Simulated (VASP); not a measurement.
# RbW (P-6m2) in VASP: single point with HSE06

Aim: the single point of RbW with HSE06.

All numbers are computed with VASP 6.6.1; they aren't measurements. Logs are shortened: lines on timing, memory, paths and dates and some standing lists are left out, and cuts for length are marked.

### 1 The cell of the first run

It takes space group P-6m2 (No. 187, hexagonal). Conventional cell: a = 4.034 Å, b = 4.034 Å, c = 3.938 Å, α = 90.00°, β = 90.00°, γ = 120.00°. W (site symmetry -6m2) has 6 Rb at 3.05 Å and 8 W at 3.94 to 4.03 Å within 4.1 Å. Within 4.1 Å of Rb (site symmetry -6m2) lie 6 W at 3.05 Å and 8 Rb at 3.94 to 4.03 Å.

### 2 Single point, HSE06, collinear spin

POSCAR reads:

```
RbW
1.0
    2.0170941200      3.4937040500      0.0000000000
   -2.0170941200      3.4937040500      0.0000000000
    0.0000000000      0.0000000000      3.9379337000
W Rb
1 1
Direct
    0.0000000000      0.0000000000      0.0000000000
    0.6666700000      0.6666600000      0.5000000000
```

INCAR.step1 reads:

```
SYSTEM = RbW
ALGO = Normal
EDIFF = 1E-5
ENCUT = 520
GGA = PE
ISIF = 2
ISMEAR = -1
ISPIN = 2
LASPH = .TRUE.
LCHARG = .FALSE.
LMAXMIX = 4
LORBIT = 11
LREAL = .FALSE.
LWAVE = .TRUE.
MAGMOM = 3.5 0.24
NBANDS = 22
NELM = 150
PREC = Accurate
SIGMA = 0.1
```

INCAR.step2 reads:

```
SYSTEM = RbW
ALGO = Normal
EDIFF = 1E-6
ENCUT = 520
GGA = PE
HFSCREEN = 0.2079
ISIF = 2
ISMEAR = -1
ISPIN = 2
ISTART = 1
LASPH = .TRUE.
LCHARG = .FALSE.
LHFCALC = .TRUE.
LMAXMIX = 4
LORBIT = 11
LREAL = .FALSE.
LWAVE = .FALSE.
MAGMOM = 3.5 0.24
NBANDS = 22
NELM = 150
PREC = Accurate
PRECFOCK = Normal
SIGMA = 0.1
```

KPOINTS reads:

```
k-points
0
G
  3 3 3
  0 0 0
```

Potentials or basis: VASP PAW PBE potentials, release 64 (W_sv, Rb_sv).

Started as:

```console
> cat potpaw_PBE.64/W_sv/POTCAR potpaw_PBE.64/Rb_sv/POTCAR > POTCAR
> cp INCAR.step1 INCAR
> mpirun -np 1 vasp_std > vasp.out
> cp INCAR.step2 INCAR
> mpirun -np 1 vasp_std > vasp.out
```

OUTCAR:

```text
SYSTEM = RbW
   EDIFF = 1E-6
   ENCUT = 520
   GGA = PE
   HFSCREEN = 0.2079
   ISIF = 2
   ISMEAR = -1
   ISPIN = 2
   ISTART = 1
   LASPH = .TRUE.
   LHFCALC = .TRUE.
   LORBIT = 11
   LREAL = .FALSE.
   NELM = 150
   PREC = Accurate
   PRECFOCK = Normal

 ion  position               nearest neighbor table
   1  0.000  0.000  0.000-   2 3.05   2 3.05   2 3.05   2 3.05   2 3.05   2 3.05
   2  0.667  0.667  0.500-   1 3.05   1 3.05   1 3.05   1 3.05   1 3.05   1 3.05

  LATTYP: Found a hexagonal cell.
 ALAT       =     4.0341835206
 C/A-ratio  =     0.9761414373

  Lattice vectors:

 A1 = (   2.0170941200,  -3.4937040500,   0.0000000000)
 A2 = (   2.0170941200,   3.4937040500,   0.0000000000)
 A3 = (   0.0000000000,   0.0000000000,   3.9379337000)

Analysis of symmetry for initial positions (statically):
=====================================================================
 Subroutine PRICEL returns:
 Original cell was already a primitive cell.

 Routine SETGRP: Setting up the symmetry group for a
 hexagonal supercell.

 Subroutine GETGRP returns: Found  4 space group operations
 (whereof  4 operations were pure point group operations)
 out of a pool of 24 trial point group operations.

The static configuration has the point symmetry C_2v.

Analysis of symmetry for dynamics (positions and initial velocities):
=====================================================================
 Subroutine PRICEL returns:
 Original cell was already a primitive cell.

 Routine SETGRP: Setting up the symmetry group for a
 hexagonal supercell.

 Subroutine GETGRP returns: Found  4 space group operations
 (whereof  4 operations were pure point group operations)
 out of a pool of 24 trial point group operations.

The dynamic configuration has the point symmetry C_2v.

Analysis of structural, dynamic, and magnetic symmetry:
=====================================================================
 Subroutine PRICEL returns:
 Original cell was already a primitive cell.

 Routine SETGRP: Setting up the symmetry group for a
 hexagonal supercell.

 Subroutine GETGRP returns: Found  4 space group operations
 (whereof  4 operations were pure point group operations)
 out of a pool of 24 trial point group operations.

The overall configuration has the point symmetry C_2v.

 Subroutine INISYM returns: Found  4 space group operations
 (whereof  4 operations are pure point group operations),
 and found     1 'primitive' translations

----------------------------------------------------------------------------------------

                                     Primitive cell

  volume of cell :      55.5023

  direct lattice vectors                    reciprocal lattice vectors
     2.017094120  3.493704050  0.000000000     0.247881343  0.143114584  0.000000000
    -2.017094120  3.493704050  0.000000000    -0.247881343  0.143114584  0.000000000
     0.000000000  0.000000000  3.937933700     0.000000000  0.000000000  0.253940283

  length of vectors
     4.034183521  4.034183521  3.937933700     0.286228832  0.286228832  0.253940283

  position of ions in fractional coordinates (direct lattice)
     0.000000000  0.000000000  0.000000000
     0.666670000  0.666660000  0.500000000

  ion indices of the primitive-cell ions
   primitive index   ion index
                 1           1
                 2           2

----------------------------------------------------------------------------------------

 KPOINTS: k-points

Automatic generation of k-mesh.
 Grid dimensions read from file:
 generate k-points for:    3    3    3

 Generating k-lattice:

  Cartesian coordinates                     Fractional coordinates (reciprocal lattice)
     0.082627114  0.047704861  0.000000000     0.333333333  0.000000000  0.000000000
    -0.082627114  0.047704861  0.000000000     0.000000000  0.333333333  0.000000000
     0.000000000  0.000000000  0.084646761     0.000000000  0.000000000  0.333333333

  Length of vectors
     0.095409611  0.095409611  0.084646761

  Shift w.r.t. Gamma in fractional coordinates (k-lattice)
     0.000000000  0.000000000  0.000000000

 Subroutine IBZKPT returns following result:
 ===========================================

 Found      8 irreducible k-points:

 Following reciprocal coordinates:
            Coordinates               Weight
  0.000000  0.000000  0.000000      1.000000
  0.333333  0.000000  0.000000      4.000000
  0.000000  0.333333  0.000000      2.000000
 -0.333333  0.333333  0.000000      2.000000
  0.000000  0.000000  0.333333      2.000000
  0.333333  0.000000  0.333333      8.000000
  0.000000  0.333333  0.333333      4.000000
 -0.333333  0.333333  0.333333      4.000000
   k-points           NKPTS =      8   k-points in BZ     NKDIM =     27   number of bands    NBANDS=     22
   number of dos      NEDOS =    301   number of ions     NIONS =      2
   total plane-waves  NPLWV =  27000
   dimension x,y,z NGX =    30 NGY =   30 NGZ =   30
   dimension x,y,z NGXF=    60 NGYF=   60 NGZF=   60
   ions per type =               1   1
   NGX,Y,Z   is equivalent  to a cutoff of  12.36, 12.36, 12.66 a.u.
   NGXF,Y,Z  is equivalent  to a cutoff of  24.73, 24.73, 25.33 a.u.
 SYSTEM =  RbW
   PREC   = accura    normal or accurate (medium, high low for compatibility)
   ISTART =      1    job   : 0-new  1-cont  2-samecut
   ICHARG =      0    charge: 1-file 2-atom 10-const
   ISPIN  =      2    spin polarized calculation?
   LNONCOLLINEAR =      F non collinear calculations
   LSORBIT =      F    spin-orbit coupling
   LASPH  =      T    aspherical Exc in radial PAW
   ENCUT  =  520.0 eV  38.22 Ry    6.18 a.u.   7.50  7.50  7.32*2*pi/ulx,y,z
   NELM   =    150;   NELMIN=  2; NELMDL=  0     # of ELM steps
   EDIFF  = 0.1E-05   stopping-criterion for ELM
   LREAL  =      F    real-space projection
   EDIFFG = 0.1E-04   stopping-criterion for IOM
   NSW    =      0    number of steps for IOM
   IBRION =     -1    ionic relax: 0-MD 1-quasi-New 2-CG
   NFREE  =      0    steps in history (QN), initial steepest desc. (CG)
   ISIF   =      2    stress and relaxation
   ISYM   =      3    0-nonsym 1-usesym 2-fastsym
   POTIM  = 0.5000    time-step for ionic-motion
   TEBEG  =    0.0;   TEEND  =   0.0 temperature during run
   PSTRESS=    0.0 pullay stress
   NELECT =      23.0000    total number of electrons
   NUPDOWN=      -1.0000    fix difference up-down
   EMIN   =  10.00;   EMAX   =-10.00  energy-range for DOS
   EFERMI =   0.00;   METHOD = LEGACY
   ISMEAR =    -1;   SIGMA  =   0.10  broadening in eV -4-tet -1-fermi 0-gaus
   EFERMI_NEDOS =   21; number of points for ismear=-14 and -15
   IALGO  =     38    algorithm
   IMIX   =      1    mixing-type and parameters
     AMIX     =   0.40;   BMIX     =  1.00
     AMIX_MAG =   1.60;   BMIX_MAG =  1.00
  volume/ion in A,a.u.               =      27.75       187.27
  Fermi-wavevector in a.u.,A,eV,Ry     =   1.220527  2.306461 20.268395  1.489685
  Thomas-Fermi vector in A             =   2.355741
   LORBIT       =     11    0 simple, 1 ext, 2 COOP (PROOUT), +10 PAW based schemes
   GGA     = PE    functional components
   LHFCALC =     T    Hartree Fock is set to
   PRECFOCK=normal    Normal, Fast or Accurate (Low or Medium for compatibility)
   ENCUT4O =  -1.0   cutoff for four orbital integrals eV
   NKREDX  =     1    reduce k-point grid by
   NKREDY  =     1    reduce k-point grid by
   NKREDZ  =     1    reduce k-point grid by
   AEXX    =    0.2500 exact exchange contribution
   HFSCREEN=    0.2079 screening length (either q_TF or 0.3 A-1)
   HFSCREENC=   0.2079 screening length for correlation (either q_TF or 0.3 A-1)
   ENCUTFOCK=  -1.0 apply spherical cutoff to Coloumb kernel
   IVDW    =     0    specifies the selected vdW correction
   LEPSILON=     F    determine dielectric tensor
   LRPA    =     F    only Hartree local field effects (RPA)
 spin polarized calculation
  energy-cutoff  :      520.00
  volume of cell :       55.50
 maximum number of plane-waves:      1521
 NGX is ok and might be reduce to    30
  NGX = 24; NGY = 24; NGZ = 24

 number of electron      23.0000004 magnetization       4.9826851

 Free energy of the ion-electron system (eV)
  ---------------------------------------------------
  ext. energy  EPLUGINS =         0.00000000
  ---------------------------------------------------
  free energy    TOTEN  =        -8.64921267 eV

  energy without entropy =       -8.63154213  energy(sigma->0) =       -8.64037740

 E-fermi :   4.1185     XC(G=0):  -8.0918

 val. band max:        3.9644977326   @ k =   0.0000   0.3333   0.0000
 cond. band min:       4.3386908755   @ k =  -0.3333   0.3333   0.0000
 fundamental gap:      0.3741931429
 Fermi energy:         4.1184508332

 spin component 1

 k-point     1 :       0.0000    0.0000    0.0000
  band No.  band energies     occupation
      1     -74.0969      1.00000
      2     -37.4424      1.00000
      3     -37.3783      1.00000
      4     -37.3783      1.00000
      5     -25.9318      1.00000
      6      -8.8419      1.00000
[... 173 lines left out ...]
      5     -25.8164      1.00000
      6      -9.3266      1.00000
[... 14 lines left out ...]
     21      16.3192      0.00000
     22      16.7846      0.00000
 Fermi energy:         4.1184508332

 spin component 2

 k-point     1 :       0.0000    0.0000    0.0000
  band No.  band energies     occupation
      1     -72.0534      1.00000
      2     -34.5107      1.00000
      3     -34.4129      1.00000
      4     -34.4129      1.00000
      5     -25.6592      1.00000
      6      -8.5215      1.00000
[... 174 lines left out ...]
      6      -8.9449      1.00000
[... 14 lines left out ...]
     21      17.5984      0.00000
     22      17.7205      0.00000

------------------------ aborting loop because EDIFF is reached ----------------------------------------

  FORCE on cell =-STRESS in cart. coord.  units (eV):
  Direction    XX          YY          ZZ          XY          YZ          ZX
  --------------------------------------------------------------------------------------
  -------------------------------------------------------------------------------------
  Total        4.2652698      4.2650814      6.8007003     -0.0001516      0.0000000      0.0000000
  in kB      123.1250480    123.1196117    196.3150288     -0.0043754      0.0000000      0.0000000
  external PRESSURE =     147.5198962 kB  Pullay stress =       0.0000000 kB

 VOLUME and BASIS-vectors are now :
 -----------------------------------------------------------------------------
  energy-cutoff  :      520.00
  volume of cell :       55.50
      direct lattice vectors                 reciprocal lattice vectors
     2.017094120  3.493704050  0.000000000     0.247881343  0.143114584  0.000000000
    -2.017094120  3.493704050  0.000000000    -0.247881343  0.143114584  0.000000000
     0.000000000  0.000000000  3.937933700     0.000000000  0.000000000  0.253940283

 POSITION                                       TOTAL-FORCE (eV/Angst)
 -----------------------------------------------------------------------------------
      0.00000      0.00000      0.00000         0.000062     -0.000036      0.000000
      0.00002      4.65826      1.96897        -0.000062      0.000036      0.000000
 -----------------------------------------------------------------------------------
    total drift:                                0.000005      0.000014     -0.000000

  FREE ENERGIE OF THE ION-ELECTRON SYSTEM (eV)
  ---------------------------------------------------
  free  energy   TOTEN  =        -8.6492126717 eV

  energy  without entropy=       -8.6315421255  energy(sigma->0) =       -8.64037740

 total charge

# of ion       s       p       d       tot
------------------------------------------
    1        2.428   5.987   3.530  11.946
    2        1.987   5.346   0.140   7.474
--------------------------------------------------
tot          4.415  11.333   3.671  19.419

 magnetization (x)

# of ion       s       p       d       tot
------------------------------------------
    1        0.168   0.029   3.227   3.424
    2        0.015   0.098   0.074   0.187
--------------------------------------------------
tot          0.183   0.127   3.301   3.611
```

Run time: 12 min. Hardware: 1 thread of Intel Xeon Platinum 8375C at 2.90GHz (Ice Lake), shared host; peak memory 0.31 GiB.

Results:

```yaml
Free_energy: -8.6492 eV
Pressure: 14.8 GPa
Band_gap_on_the_k_mesh: zero (filled and empty bands overlap)
Net_moment: 4.98 μB per cell
Site_moments: W +3.42; Rb +0.19 μB
Valence_electrons_inside_the_program's_atomic_spheres: W 11.95; Rb 7.47
```

Stress tensor (GPa, compression positive):
```
12.31  0.00  0.00
 0.00 12.31  0.00
 0.00  0.00 19.63
```

Caveat: the k points lie up to 0.60 Å⁻¹ apart, too coarse for converged energies and pressures of a metal; the PAW data sets were made with another functional, which shifts forces and pressure a little; spin-orbit coupling is left out, which moves the levels of the heavy elements.
